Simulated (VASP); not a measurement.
# W (Im-3m) in VASP: a series of runs

The runs below take W through single point, with PBE.

Program: VASP 6.6.1. These are calculated values, not measurements. Logs are shortened: lines on timing, memory, paths and dates and some standing lists are left out, and cuts for length are marked.

## Step 1: The cell of the first run

Symmetry: Im-3m, No. 229, cubic system. The conventional cell has a = 3.165 Å, b = 3.165 Å, c = 3.165 Å, α = 90.00°, β = 90.00°, γ = 90.00°. W (site symmetry m-3m) has 14 W at 2.74 to 3.17 Å within 3.6 Å.

## Step 2: Single point, PBE

Contents of INCAR:

```
PREC = Accurate
ENCUT = 500
EDIFF = 1E-6
ISMEAR = -1
SIGMA = 0.1
LREAL = F
LASPH = T
NELM = 120
ALGO = Normal
ISIF = 2
LWAVE = F
LCHARG = F
GGA = PE
NBANDS = 13
GGA_COMPAT = F
```

Contents of KPOINTS:

```
Automatic mesh
0
Gamma
  8 8 8
```

Contents of POSCAR:

```
W
1.0
   -1.5825000000      1.5825000000      1.5825000000
    1.5825000000     -1.5825000000      1.5825000000
    1.5825000000      1.5825000000     -1.5825000000
W
1
Direct
    0.0000000000      0.0000000000      0.0000000000
```

Potentials or basis: VASP PAW PBE potentials, release 64 (W_sv).

Started as:

```bash
$ cat potpaw_PBE.64/W_sv/POTCAR > POTCAR
$ mpirun -np 1 vasp_std > vasp.out
```

OUTCAR:

```text
PREC = Accurate
   ENCUT = 500
   EDIFF = 1E-6
   ISMEAR = -1
   LREAL = F
   LASPH = T
   NELM = 120
   ISIF = 2
   GGA = PE

 ion  position               nearest neighbor table
   1  0.000  0.000  0.000-

  LATTYP: Found a body centered cubic cell.
 ALAT       =     3.1650000000

  Lattice vectors:

 A1 = (  -1.5825000000,   1.5825000000,   1.5825000000)
 A2 = (   1.5825000000,  -1.5825000000,   1.5825000000)
 A3 = (   1.5825000000,   1.5825000000,  -1.5825000000)

Analysis of symmetry for initial positions (statically):
=====================================================================
 Subroutine PRICEL returns:
 Original cell was already a primitive cell.

 Routine SETGRP: Setting up the symmetry group for a
 body centered cubic supercell.

 Subroutine GETGRP returns: Found 48 space group operations
[... 9 lines left out ...]

 Routine SETGRP: Setting up the symmetry group for a
 body centered cubic supercell.

 Subroutine GETGRP returns: Found 48 space group operations
[... 11 lines left out ...]
                                     Primitive cell

  volume of cell :      15.8523

  direct lattice vectors                    reciprocal lattice vectors
    -1.582500000  1.582500000  1.582500000     0.000000000  0.315955766  0.315955766
     1.582500000 -1.582500000  1.582500000     0.315955766  0.000000000  0.315955766
     1.582500000  1.582500000 -1.582500000     0.315955766  0.315955766  0.000000000

  length of vectors
     2.740970403  2.740970403  2.740970403     0.446828930  0.446828930  0.446828930

  position of ions in fractional coordinates (direct lattice)
     0.000000000  0.000000000  0.000000000

  ion indices of the primitive-cell ions
   primitive index   ion index
                 1           1

----------------------------------------------------------------------------------------

 KPOINTS: Automatic mesh

Automatic generation of k-mesh.
 Grid dimensions read from file:
 generate k-points for:    8    8    8

 Generating k-lattice:

  Cartesian coordinates                     Fractional coordinates (reciprocal lattice)
     0.000000000  0.039494471  0.039494471     0.125000000  0.000000000  0.000000000
     0.039494471  0.000000000  0.039494471     0.000000000  0.125000000  0.000000000
     0.039494471  0.039494471  0.000000000     0.000000000  0.000000000  0.125000000

  Length of vectors
     0.055853616  0.055853616  0.055853616

  Shift w.r.t. Gamma in fractional coordinates (k-lattice)
     0.000000000  0.000000000  0.000000000

 Subroutine IBZKPT returns following result:
 ===========================================

 Found     29 irreducible k-points:

 Following reciprocal coordinates:
            Coordinates               Weight
  0.000000  0.000000  0.000000      1.000000
  0.125000  0.000000  0.000000     12.000000
  0.250000  0.000000  0.000000     12.000000
  0.375000  0.000000  0.000000     12.000000
  0.500000  0.000000  0.000000      6.000000
  0.125000  0.125000  0.000000     24.000000
[... 16 lines left out ...]
 -0.250000  0.250000  0.250000      6.000000
 -0.375000  0.375000  0.250000     24.000000
 [... further k-points ...]
   k-points           NKPTS =     29   k-points in BZ     NKDIM =     29   number of bands    NBANDS=     13
   number of dos      NEDOS =    301   number of ions     NIONS =      1
   total plane-waves  NPLWV =   8000
   dimension x,y,z NGX =    20 NGY =   20 NGZ =   20
   dimension x,y,z NGXF=    40 NGYF=   40 NGZF=   40
   ions per type =               1
   NGX,Y,Z   is equivalent  to a cutoff of  12.13, 12.13, 12.13 a.u.
   NGXF,Y,Z  is equivalent  to a cutoff of  24.26, 24.26, 24.26 a.u.
 SYSTEM =  unknown system
   PREC   = accura    normal or accurate (medium, high low for compatibility)
   ISTART =      0    job   : 0-new  1-cont  2-samecut
   ICHARG =      2    charge: 1-file 2-atom 10-const
   ISPIN  =      1    spin polarized calculation?
   LNONCOLLINEAR =      F non collinear calculations
   LSORBIT =      F    spin-orbit coupling
   LASPH  =      T    aspherical Exc in radial PAW
   ENCUT  =  500.0 eV  36.75 Ry    6.06 a.u.   5.00  5.00  5.00*2*pi/ulx,y,z
   NELM   =    120;   NELMIN=  2; NELMDL= -5     # of ELM steps
   EDIFF  = 0.1E-05   stopping-criterion for ELM
   LREAL  =      F    real-space projection
   EDIFFG = 0.1E-04   stopping-criterion for IOM
   NSW    =      0    number of steps for IOM
   IBRION =     -1    ionic relax: 0-MD 1-quasi-New 2-CG
   NFREE  =      0    steps in history (QN), initial steepest desc. (CG)
   ISIF   =      2    stress and relaxation
   ISYM   =      2    0-nonsym 1-usesym 2-fastsym
   POTIM  = 0.5000    time-step for ionic-motion
   TEBEG  =    0.0;   TEEND  =   0.0 temperature during run
   PSTRESS=    0.0 pullay stress
   NELECT =      14.0000    total number of electrons
   NUPDOWN=      -1.0000    fix difference up-down
   EMIN   =  10.00;   EMAX   =-10.00  energy-range for DOS
   EFERMI =   0.00;   METHOD = LEGACY
   ISMEAR =    -1;   SIGMA  =   0.10  broadening in eV -4-tet -1-fermi 0-gaus
   EFERMI_NEDOS =   21; number of points for ismear=-14 and -15
   IALGO  =     38    algorithm
   IMIX   =      4    mixing-type and parameters
     AMIX     =   0.40;   BMIX     =  1.00
     AMIX_MAG =   1.60;   BMIX_MAG =  1.00
  volume/ion in A,a.u.               =      15.85       106.98
  Fermi-wavevector in a.u.,A,eV,Ry     =   1.570678  2.968151 33.565967  2.467029
  Thomas-Fermi vector in A             =   2.672375
   LORBIT       =      0    0 simple, 1 ext, 2 COOP (PROOUT), +10 PAW based schemes
   GGA     = PE    functional components
   LHFCALC =     F    Hartree Fock is set to
   AEXX    =    0.0000 exact exchange contribution
   IVDW    =     0    specifies the selected vdW correction
   LEPSILON=     F    determine dielectric tensor
   LRPA    =     F    only Hartree local field effects (RPA)
 non-spin polarized calculation
  energy-cutoff  :      500.00
  volume of cell :       15.85
 maximum number of plane-waves:       420
   NGX =  9   NGY =  9   NGZ =  9

 number of electron      14.0000004 magnetization

 Free energy of the ion-electron system (eV)
  ---------------------------------------------------
  ext. energy  EPLUGINS =         0.00000000
  ---------------------------------------------------
  free energy    TOTEN  =       -12.95123657 eV

  energy without entropy =      -12.94315385  energy(sigma->0) =      -12.94719521

 E-fermi :  11.2412     XC(G=0): -13.6405

 val. band max:       10.9396509499   @ k =   0.1250   0.0000   0.0000
 cond. band min:      11.5106910224   @ k =  -0.2500   0.2500   0.1250
 fundamental gap:      0.5710400725
 Fermi energy:        11.2411891121

 k-point     1 :       0.0000    0.0000    0.0000
  band No.  band energies     occupation
      1     -62.7385      2.00000
      2     -26.3006      2.00000
      3     -26.3006      2.00000
      4     -26.3006      2.00000
      5       1.8063      2.00000
      6      10.2167      1.99993
      7      10.2167      1.99993
      8      10.2167      1.99993
      9      13.7056      0.00000
     10      13.7056      0.00000
     11      25.9597      0.00000
     12      25.9597      0.00000
     13      25.9597      0.00000

 k-point     2 :       0.1250    0.0000    0.0000
  band No.  band energies     occupation
      1     -62.7191      2.00000
      2     -26.5027      2.00000
      3     -26.3639      2.00000
      4     -26.3016      2.00000
      5       2.5365      2.00000
      6       9.7887      2.00000
      7      10.0686      1.99998
      8      10.9397      1.90653
      9      13.1636      0.00000
     10      13.7212      0.00000
     11      26.5034      0.00000
     12      27.2112      0.00000
     13      27.5567      0.00000

 k-point     3 :       0.2500    0.0000    0.0000
  band No.  band energies     occupation
      1     -62.6718      2.00000
      2     -26.9702      2.00000
      3     -26.5140      2.00000
      4     -26.3041      2.00000
      5       4.2227      2.00000
      6       8.9011      2.00000
      7       9.5887      2.00000
      8      12.9802      0.00000
      9      13.0797      0.00000
     10      13.8946      0.00000
     11      26.2013      0.00000
     12      27.9787      0.00000
     13      30.5190      0.00000

 k-point     4 :       0.3750    0.0000    0.0000
  band No.  band energies     occupation
      1     -62.6242      2.00000
      2     -27.4119      2.00000
      3     -26.6602      2.00000
      4     -26.3068      2.00000
      5       5.1651      2.00000
      6       8.1554      2.00000
      7      10.5390      1.99822
      8      13.6138      0.00000
      9      14.3052      0.00000
     10      15.8201      0.00000
     11      24.0041      0.00000
     12      24.4676      0.00000
     13      30.9433      0.00000

 k-point     5 :       0.5000    0.0000    0.0000
  band No.  band energies     occupation
      1     -62.6044      2.00000
      2     -27.5881      2.00000
      3     -26.7198      2.00000
      4     -26.3079      2.00000
      5       5.1676      2.00000
      6       7.8767      2.00000
      7      12.1198      0.00031
      8      13.5999      0.00000
      9      14.5788      0.00000
     10      17.5965      0.00000
     11      22.5281      0.00000
     12      22.9289      0.00000
     13      28.2765      0.00000
[... 257 lines left out ...]
 k-point    22 :       0.2500    0.2500    0.2500
  band No.  band energies     occupation
      1     -62.5954      2.00000
      2     -26.9515      2.00000
      3     -26.9515      2.00000
      4     -26.9515      2.00000
      5       8.4786      2.00000
      6       8.4786      2.00000
      7       8.4786      2.00000
      8      14.7447      0.00000
      9      14.7447      0.00000
     10      18.0669      0.00000
     11      23.6997      0.00000
     12      23.6997      0.00000
     13      23.6997      0.00000

 k-point    23 :      -0.2500    0.2500    0.2500
  band No.  band energies     occupation
      1     -62.6134      2.00000
      2     -26.9938      2.00000
      3     -26.7446      2.00000
      4     -26.7446      2.00000
      5       6.2302      2.00000
      6       8.6289      2.00000
      7      10.9116      1.92859
      8      10.9116      1.92859
      9      12.8061      0.00000
     10      14.9414      0.00000
     11      25.9497      0.00000
     12      30.9367      0.00000
     13      30.9367      0.00000

 k-point    24 :      -0.3750    0.3750    0.2500
  band No.  band energies     occupation
      1     -62.5719      2.00000
      2     -27.2629      2.00000
      3     -26.9021      2.00000
      4     -26.7822      2.00000
      5       6.8967      2.00000
      6       7.6197      2.00000
      7      10.9167      1.92496
      8      11.7137      0.01759
      9      15.1752      0.00000
     10      15.8374      0.00000
     11      25.1446      0.00000
     12      27.6473      0.00000
     13      28.7826      0.00000

 [... further k-points ...]
[... 5 lines left out ...]
  --------------------------------------------------------------------------------------
  -------------------------------------------------------------------------------------
  Total        0.6497302      0.6497302      0.6497302      0.0000000      0.0000000     -0.0000000
  in kB       65.6678036     65.6678036     65.6678036      0.0000000      0.0000000     -0.0000000
  external PRESSURE =      65.6678036 kB  Pullay stress =       0.0000000 kB

 VOLUME and BASIS-vectors are now :
 -----------------------------------------------------------------------------
  energy-cutoff  :      500.00
  volume of cell :       15.85
      direct lattice vectors                 reciprocal lattice vectors
    -1.582500000  1.582500000  1.582500000     0.000000000  0.315955766  0.315955766
     1.582500000 -1.582500000  1.582500000     0.315955766  0.000000000  0.315955766
     1.582500000  1.582500000 -1.582500000     0.315955766  0.315955766  0.000000000

 POSITION                                       TOTAL-FORCE (eV/Angst)
 -----------------------------------------------------------------------------------
      0.00000      0.00000      0.00000         0.000000     -0.000000     -0.000000
 -----------------------------------------------------------------------------------
    total drift:                                0.000000     -0.000000      0.000000

  FREE ENERGIE OF THE ION-ELECTRON SYSTEM (eV)
  ---------------------------------------------------
  free  energy   TOTEN  =       -12.9512365673 eV

  energy  without entropy=      -12.9431538459  energy(sigma->0) =      -12.94719521
```

Run time: 9.4 s. Hardware: 1 thread of Intel Xeon 8259CL, shared host; peak memory 0.13 GiB.

Results:

- Free energy: -12.9512 eV
- Pressure: 6.6 GPa
- Band gap on the k mesh: zero (band 7 reaches 16.61 eV, above the bottom of band 8 at 10.22 eV)

Caveat: spin-orbit coupling is left out, which moves the levels of the heavy elements.

[end of part 1 of 2]
